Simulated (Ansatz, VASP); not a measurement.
**Two plane-wave programs on AlNi**

```
CELL_PARAMETERS angstrom
4.04266 0.00000 -2.86941
-4.04266 0.00000 -2.86941
0.00000 4.04270 2.86941
ATOMIC_POSITIONS crystal
Al 0.50000 0.50000 0.00000
Al 0.00000 0.50000 0.50000
Al 0.50000 0.00000 0.50000
Al 0.00000 0.00000 0.00000
Ni 0.00000 0.00000 0.50000
Ni 0.50000 0.00000 0.00000
Ni 0.00000 0.50000 0.00000
Ni 0.50000 0.50000 0.50000
```

Alike in both runs: task single point; functional PBEsol; k mesh 8 × 8 × 8; occupations gaussian, width 0.15 eV; no spin polarisation.

|  | VASP | Ansatz |
| --- | --- | --- |
| version | VASP 6.6.1 | Ansatz 0.2.0 |
| potentials or method | VASP PAW PBE potentials, release 64 (Al, Ni), cutoff 520 eV | scalar-relativistic, plane waves, PAW |
| valence electrons in the cell | 52 | 84 |

```tsv
	VASP	Ansatz	Ansatz less VASP
gap on the k mesh at the Fermi level (eV)	none	none	-
pressure (GPa)	0.1	0.0	-0.05
traceless stress, the component that is largest in VASP (GPa)	-0.21	-0.20	+0.006
```

VASP's potentials were made for PBE, not for PBEsol. A gap of «none» marks a metal or a gap that the smearing closes. VASP's potentials hold 52 valence electrons a cell and Ansatz's 84, so a difference there can come from the potentials and not from the codes. Ansatz's warnings: near symmetry operations not taken.
